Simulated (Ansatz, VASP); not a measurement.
SnTe: VASP beside Ansatz

File INCAR:

```
ALGO = Normal
EDIFF = 1E-6
ENCUT = 520
GGA = PS
GGA_COMPAT = F
ISIF = 2
ISMEAR = -1
LASPH = T
LCHARG = F
LORBIT = 11
LORBMOM = T
LREAL = F
LSORBIT = T
LWAVE = F
MAGMOM = 0 0 0 0 0 0
NBANDS = 32
NELM = 150
PREC = Accurate
SIGMA = 0.05
```

The input KPOINTS:

```
k-points
0
Gamma
  7 7 7
```

File POSCAR:

```
SnTe
1.0
    0.0000000000      3.0865288906      3.0865288906
    3.0865288906      0.0000000000      3.0865288906
    3.0865288906      3.0865288906      0.0000000000
Te Sn
1 1
Direct
    0.5000000000      0.5000000000      0.5000000000
    0.0000000000      0.0000000000      0.0000000000
```

Contents of input.yaml:

```yaml
crystal:
  lattice:
    - [0.0, 3.0865288906, 3.0865288906]
    - [3.0865288906, 0.0, 3.0865288906]
    - [3.0865288906, 3.0865288906, 0.0]
  atoms:
    - { symbol: Te, position: [0.5, 0.5, 0.5] }
    - { symbol: Sn, position: [0.0, 0.0, 0.0] }
hamiltonian:
  xc: pbesol
  pseudopotentials: { kind: paw_fr }
magnetization:
  noncollinear: true
  spin_orbit: true
kpoints:
  mp_grid: { grid: [7, 7, 7] }
scf:
  occupations: { method: fermi_dirac, width: 0.05 }
output:
  forces: true
  stress: true
  eigenvalues: true
  write_density: true
  write_potential: true
  elf: true
  volumetric_format: npy
```

Alike in both runs: task single point; functional PBEsol; k mesh 7 × 7 × 7; occupations fermi-dirac, width 0.05 eV; non-collinear spin, spin-orbit coupling.

```csv
,VASP,Ansatz
version,VASP 6.6.1,Ansatz 0.2.0
potentials or method,"VASP PAW PBE potentials, release 64 (Te, Sn_d)",Ansatz PAW
plane-wave cutoff (eV),520,420
valence electrons in the cell,20,30
```

Ansatz gave:

- pressure (GPa): 2.8
- net moment per atom (μB): 0.00

Problem. Estimate VASP's values.

Solution. Pressure (GPa): 2.9; net moment per atom (μB): 0.00.

VASP's potentials were made for PBE, not for PBEsol. With one functional, cell and mesh, what is left measures potentials, basis and numerics. VASP's potentials hold 20 valence electrons a cell and Ansatz's 30, so a difference there can come from the potentials and not from the codes.
